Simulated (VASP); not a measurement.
Runs of VASP 6.6.1 on InB2As3. The structure is that of space group P4/mmm (No. 123), or close to it. The cells are those of the table. 

| task | cell | k mesh | cutoff (eV) | gap on the mesh (eV) | pressure (GPa) | relaxed volume (Å³/atom) | largest force (eV/Å) |
| --- | --- | --- | --- | --- | --- | --- | --- |
| relaxation of cell and atoms | relaxed from a = 3.408, b = 3.408, c = 8.776 Å, 6 atoms | 6 × 6 × 2 | 600 | none | 0.1 | 17.11 | 0.03 |
| relaxation of cell and atoms | relaxed from a = 3.492, b = 3.492, c = 8.418 Å, 6 atoms | 10 × 10 × 6 | 600 | none | 0.0 | 17.11 | - |
| single point | a = 3.492, b = 3.492, c = 8.418 Å, 6 atoms | 6 × 6 × 2 | 520 | none | 0.2 | - | 0.04 |
| single point | a = 4.790, b = 4.790, c = 5.691 Å, 6 atoms | 4 × 4 × 4 | 520 | none | 33.3 | - | (a) |
| relaxation of cell and atoms | relaxed from a = 4.790, b = 4.790, c = 5.691 Å, 6 atoms | 4 × 4 × 4 | 600 | none | -0.1 | 17.03 | 0.02 |
| single point | a = 3.450, b = 3.450, c = 8.619 Å, 6 atoms | 10 × 10 × 6 | 520 | none | 0.1 | - | 0.02 |
| single point | a = 3.408, b = 3.408, c = 8.776 Å, 6 atoms | 4 × 4 × 4 | 520 | none | 0.2 | - | 0.04 |

Alike in all rows: level PBE; potentials or basis VASP PAW PBE potentials, release 64 (In_d, B, As); no spin polarisation; smearing gaussian 0.1 eV.

Fill in the values left out.

(a) 16.08.

Caveats: some runs use coarse meshes; spin-orbit coupling is left out, which moves the levels of the heavy elements; forces of over 1 eV/Å act on the atoms, so gaps and moduli don't describe the material at rest (some runs); the volume moved by over 15 % at a fixed basis, so the end points are rough (some runs).

A k mesh can miss the band edges, and the runs leave out spin-orbit coupling on As, In.

A gap of «none» marks levels without a gap at the run's occupations.
